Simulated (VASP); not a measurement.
Input of a VASP 6.6.1 run:

POSCAR

```
SrO
1.0
    0.0000000000      2.5663000000      2.5663000000
    2.5663000000      0.0000000000      2.5663000000
    2.5663000000      2.5663000000      0.0000000000
Sr O
1 1
Direct
    0.5000000000      0.5000000000      0.5000000000
    0.0000000000      0.0000000000      0.0000000000
```

Contents of INCAR.step1:

```
SYSTEM = SrO
  ALGO = Normal
  EDIFF = 1E-5
  ENCUT = 520
  GGA = PE
  GGA_COMPAT = .False.
  ISIF = 2
  ISMEAR = 1
  LASPH = .True.
  LCHARG = .False.
  LREAL = .False.
  LWAVE = .True.
  NBANDS = 15
  NELM = 120
  PREC = Accurate
  SIGMA = 0.15
```

INCAR.step2

```
SYSTEM = SrO
  ALGO = Normal
  EDIFF = 1E-6
  ENCUT = 520
  GGA = PE
  GGA_COMPAT = .False.
  HFSCREEN = 0.2079
  ISIF = 2
  ISMEAR = 1
  ISTART = 1
  LASPH = .True.
  LCHARG = .False.
  LHFCALC = .True.
  LREAL = .False.
  LWAVE = .False.
  NBANDS = 15
  NELM = 120
  PREC = Accurate
  PRECFOCK = Normal
  SIGMA = 0.15
```

File KPOINTS:

```
k-points
0
Gamma
  5 5 5
  0 0 0
```

Potentials or basis: VASP PAW PBE potentials, release 64 (Sr_sv, O).

The run is started by

```console
$ cat potpaw_PBE.64/Sr_sv/POTCAR potpaw_PBE.64/O/POTCAR > POTCAR
$ cp INCAR.step1 INCAR
$ mpirun -np 1 vasp_std > vasp.out
$ cp INCAR.step2 INCAR
$ mpirun -np 1 vasp_std > vasp.out
```

Question: Predict the band gap on the k mesh.

Answer: 4.93 eV (least direct gap 5.06 eV).

Question: What does it give for the pressure?

Answer: 1.8 GPa.

Caveat: the k points lie up to 0.42 Å⁻¹ apart; the PAW data sets were made with another functional, which shifts forces and pressure a little; an odd mesh through Γ misses points on the zone boundary, where band edges can lie.
